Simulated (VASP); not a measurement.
The system is NaF.

```
CELL_PARAMETERS angstrom
0.00000 -2.32330 -2.32330
2.32330 0.00000 -2.32330
2.32330 -2.32330 0.00000
ATOMIC_POSITIONS crystal
Na 0.50000 0.50000 0.50000
F 0.00000 0.00000 0.00000
```

```yaml
Program: VASP 6.6.1
Task: relaxation of cell and atoms
Functional: r2SCAN
Potentials_or_basis: VASP PAW PBE potentials, release 64 (Na_sv, F)
Cutoff: 970 eV
k_mesh: 8 × 8 × 8
Occupations: gaussian, width 0.02 eV
Spin: no spin polarisation
```

At the start: pressure -2.3 GPa; volume 12.54 Å³/atom.

Where does the relaxation end?

Over 3 steps the energy falls by 4.0 meV/atom and the volume is 12.01 Å³/atom (-4.3 %); space group Fm-3m (No. 225, to 0.1 Å) before and after.

Step by step:
```tsv
step	energy change (eV)	largest force (eV/Å)	pressure (GPa)	volume (Å³)
1	0.0000	0.0000	-2.26	25.08
2	-0.0066	0.0000	-1.01	24.44
3	-0.0080	0.0000	-0.05	24.01
```

Final structure:
```
CELL_PARAMETERS angstrom
0.00000 -2.28983 -2.28983
2.28983 0.00000 -2.28983
2.28983 -2.28983 0.00000
ATOMIC_POSITIONS crystal
Na 0.50000 0.50000 0.50000
F 0.00000 0.00000 0.00000
```

Caveat: the PAW data sets were made with another functional, which shifts forces and pressure a little.
